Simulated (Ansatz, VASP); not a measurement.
## Two plane-wave programs on SnSe

Contents of INCAR:

```
ALGO     = Normal         # electronic algorithm
EDIFF    = 1E-7           # SCF threshold, eV
ENCUT    = 520            # plane-wave cutoff, eV
GGA      = CA             # functional
ISIF     = 2              # what is computed and relaxed
ISMEAR   = 0              # smearing method
LASPH    = True           # aspherical terms in the spheres
LCHARG   = False          # write CHGCAR
LREAL    = False          # projectors in reciprocal space
LWAVE    = False          # write WAVECAR
NBANDS   = 17             # bands
NELM     = 60             # most SCF steps
PREC     = Accurate       # precision mode
SIGMA    = 0.05           # smearing width, eV
```

Contents of KPOINTS:

```
k-points
0
Gamma
  8 8 8
```

Contents of POSCAR:

```
SnSe
1.0
    0.0000000000      2.9466477701      2.9466477701
    2.9466477701      0.0000000000      2.9466477701
    2.9466477701      2.9466477701      0.0000000000
Sn Se
1 1
Direct
    0.0000000000      0.0000000000      0.0000000000
    0.4872736740      0.4872736740      0.5127263260
```

Input for Ansatz:

```yaml
crystal:
  lattice:
    - [0.0, 2.9466477701, 2.9466477701]
    - [2.9466477701, 0.0, 2.9466477701]
    - [2.9466477701, 2.9466477701, 0.0]
  atoms:
    - { symbol: Sn, position: [0.0, 0.0, 0.0] }
    - { symbol: Se, position: [0.487273674, 0.487273674, 0.512726326] }
basis:
  ecutwfc: 420
kpoints:
  mp_grid: { grid: [8, 8, 8] }
hamiltonian:
  xc: lda
scf:
  occupations: { method: gaussian, width: 0.05 }
output:
  forces: true
  stress: true
  eigenvalues: true
```

Change from the starting cell: all Se atoms moved +0.075 Å, as atom 2 towards its neighbour atom 1 (Sn) at 2.947 Å.

Alike in both runs: task single point; functional LDA; k mesh 8 × 8 × 8; occupations gaussian, width 0.05 eV; no spin polarisation.

|  | VASP | Ansatz |
| --- | --- | --- |
| version | VASP 6.6.1 | Ansatz 0.2.0 |
| potentials or method | VASP PAW LDA potentials, release 64 (Sn_d, Se), cutoff 520 eV | scalar-relativistic, plane waves, PAW |
| valence electrons in the cell | 20 | 30 |

|  | VASP | Ansatz | Ansatz less VASP |
| --- | --- | --- | --- |
| gap on the k mesh at the Fermi level (eV) | 0.77 | 0.78 | +0.010 |
| least direct gap on the mesh (eV) | 0.92 | 0.91 | -0.016 |
| pressure (GPa) | 0.2 | 0.1 | -0.10 |
| traceless stress, the component that is largest in VASP (GPa) | 0.13 | 0.13 | -0.001 |
| rms of the force components (eV/Å) | 0.024 | 0.021 | -0.0027 |

LDA's correlation is that of Perdew and Zunger in VASP and of Perdew and Wang (1992) in Ansatz. Atom by atom the forces differ by 0.003 eV/Å (rms over components). VASP's potentials hold 20 valence electrons a cell and Ansatz's 30, so a difference there can come from the potentials and not from the codes.
